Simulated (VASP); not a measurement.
A run of VASP 6.6.1 is set up as follows.

File INCAR:

```
SYSTEM = NaF
PREC = Accurate
ENCUT = 520
EDIFF = 1E-6
ISMEAR = 0
SIGMA = 0.1
LREAL = .False.
LASPH = .True.
NELM = 100
ALGO = Normal
ISIF = 2
LWAVE = .False.
LCHARG = .True.
GGA = PE
LELF = .True.
LVHAR = .True.
NBANDS = 30
```

The input KPOINTS:

```
Automatic mesh
0
Gamma
  4 4 6
  0 0 0
```

Contents of POSCAR:

```
NaF
1.0
    3.1970348000     -4.9148210000      0.0000000000
    3.1970348000      4.9148210000      0.0000000000
   -1.4469407000      0.0000000000      2.6884896000
Na F
3 3
Direct
    0.3034770000      0.9959330000      0.3988520000
    0.6639650000      0.6639650000      0.9146230000
    0.9959330000      0.3034770000      0.3988520000
    0.6958320000      0.0037220000      0.6005190000
    0.3368320000      0.3368320000      0.0865290000
    0.0037220000      0.6958320000      0.6005190000
```

Potentials or basis: VASP PAW PBE potentials, release 64 (Na_pv, F).

The run is started by

```bash
$ cat potpaw_PBE.64/Na_pv/POTCAR potpaw_PBE.64/F/POTCAR > POTCAR
$ mpirun -np 1 vasp_std > vasp.out
```

Estimate the band gap on the k mesh.

5.42 eV, indirect (least direct gap 5.45 eV).

What does it give for the pressure?

-0.1 GPa.

Estimate the largest force.

0.008 eV/Å.

Forces in eV/Å, atoms in the order of the input:
```
Na   0.001  0.008  0.000
Na   0.000  0.000  0.000
Na   0.001 -0.008  0.000
F   -0.002 -0.008  0.000
F    0.001  0.000  0.000
F   -0.002  0.008  0.000
```

A k mesh can miss the band edges. As with any semilocal functional, this PBE gap is likely too small.
